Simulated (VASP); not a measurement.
Wanted: the native input for a VASP 6.6.1 run.

```yaml
Task: single point
Functional: PBE
Potentials_or_basis: VASP PAW PBE potentials, release 64 (Ag, Cl)
Cutoff: 520 eV
k_mesh: 8 × 8 × 8
Occupations: gaussian, width 0.05 eV
Spin: no spin polarisation
Dipole_correction: no
Further_INCAR_settings: ALGO = Normal; EDIFF = 1e-07; NBANDS = 26
```

The structure of AgCl lies in POSCAR:

```
AgCl
1.0
    3.7418194060      0.0000000000      0.0000000000
    0.0000000000      0.0000000000     -3.9240373500
   -1.8709097030      5.5565952358      0.0000000000
Ag Cl
2 2
Direct
    0.6034446000      0.2500000000      0.2068892000
    0.3965554000      0.7500000000      0.7931108000
    0.1345512700      0.7500000000      0.2691025400
    0.8654487300      0.2500000000      0.7308974600
```

One way to write it, as run:

INCAR

```
SYSTEM = AgCl
ALGO     = Normal         ! electronic algorithm
EDIFF    = 1E-7           ! SCF threshold, eV
ENCUT    = 520            ! plane-wave cutoff, eV
GGA      = PE             ! functional
ISIF     = 2              ! what is computed and relaxed
ISMEAR   = 0              ! smearing method
LASPH    = .True.         ! aspherical terms in the spheres
LCHARG   = .True.         ! write CHGCAR
LELF     = .True.         ! ELF
LREAL    = .False.        ! projectors in reciprocal space
LVHAR    = .True.       
LWAVE    = .False.        ! write WAVECAR
NBANDS   = 26             ! bands
NELM     = 80             ! most SCF steps
PREC     = Accurate       ! precision mode
SIGMA    = 0.05           ! smearing width, eV
```

KPOINTS

```
k-points
0
Gamma
  8 8 8
  0 0 0
```

Potentials or basis: VASP PAW PBE potentials, release 64 (Ag, Cl).

The run is started by

```console
$ cat potpaw_PBE.64/Ag/POTCAR potpaw_PBE.64/Cl/POTCAR > POTCAR
$ mpirun -np 1 vasp_std > vasp.out
```

It gave:

```yaml
Pressure: 1.5 GPa
Largest_force: 0.014 eV/Å
Band_gap_on_the_k_mesh: 0.46 eV (least direct gap 1.96 eV)
```

Caveat: semilocal functionals underestimate gaps, and a narrow one can read as zero.

It took 4.4 min on 1 thread of Intel Xeon 8259CL (shared host), peak memory 0.32 GiB.
